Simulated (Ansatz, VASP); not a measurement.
# MgC2 in VASP and in Ansatz

Contents of INCAR:

```
PREC = Accurate
ENCUT = 520
EDIFF = 1E-6
ISMEAR = -1
SIGMA = 0.05
LREAL = False
LASPH = True
NELM = 100
ALGO = Normal
ISIF = 2
LWAVE = False
LCHARG = False
GGA = PE
NBANDS = 19
```

The input KPOINTS:

```
regular mesh
0
Gamma
  5 5 5
```

Contents of POSCAR:

```
MgC2
1.0
    3.9507770000      0.0000000000      0.0000000000
    0.0000000000      3.9507770000      0.0000000000
    0.0000000000      0.0000000000      5.1865725600
Mg C
2 4
Direct
    0.0000000000      0.0000000000      0.5000000000
    0.5000000000      0.5000000000      0.0000000000
    0.3876550000      0.6123450000      0.5000000000
    0.1123450000      0.1123450000      0.0000000000
    0.6123450000      0.3876550000      0.5000000000
    0.8876550000      0.8876550000      0.0000000000
```

input.yaml

```yaml
crystal:
  lattice:
    - [3.950777, 0.0, 0.0]
    - [0.0, 3.950777, 0.0]
    - [0.0, 0.0, 5.18657256]
  atoms:
    - { symbol: Mg, position: [0.0, 0.0, 0.5] }
    - { symbol: Mg, position: [0.5, 0.5, 0.0] }
    - { symbol: C, position: [0.387655, 0.612345, 0.5] }
    - { symbol: C, position: [0.112345, 0.112345, 0.0] }
    - { symbol: C, position: [0.612345, 0.387655, 0.5] }
    - { symbol: C, position: [0.887655, 0.887655, 0.0] }
hamiltonian:
  xc: pbe
  pseudopotentials: { kind: paw }
kpoints:
  mp_grid: { grid: [5, 5, 5] }
scf:
  occupations: { method: fermi_dirac, width: 0.05 }
output:
  forces: true
  stress: true
  eigenvalues: true
```

Alike in both runs: task single point; functional PBE; k mesh 5 × 5 × 5; occupations fermi-dirac, width 0.05 eV; no spin polarisation.

|  | VASP | Ansatz |
| --- | --- | --- |
| version | VASP 6.6.1 | Ansatz 0.2.0 |
| potentials or method | VASP PAW PBE potentials, release 64 (Mg, C) | Ansatz PAW |
| plane-wave cutoff (eV) | 520 | 420 |
| valence electrons in the cell | 20 | 36 |

Ansatz gave:

```
gap on the k mesh at the Fermi level (eV)                     : 2.84
least direct gap on the mesh (eV)                             : 3.09
pressure (GPa)                                                : -2.2
traceless stress, the component that is largest in VASP (GPa) : -1.07
rms of the force components (eV/Å)                            : 0.017
```

**Question.** Estimate VASP's values.

**Answer.** gap on the k mesh at the Fermi level (eV): 2.84; least direct gap on the mesh (eV): 3.10; pressure (GPa): -2.2; traceless stress, the component that is largest in VASP (GPa): -1.23; rms of the force components (eV/Å): 0.044.

Atom by atom the forces differ by 0.061 eV/Å (rms over components). The functional is the same, so the differences come from potentials, cutoffs and numerics. VASP's potentials hold 20 valence electrons a cell and Ansatz's 36, so a difference there can come from the potentials and not from the codes.

Noted on Ansatz's run: odd divisions of the mesh miss points on the zone boundary, where band edges often lie, so the gap on the mesh can be too wide.
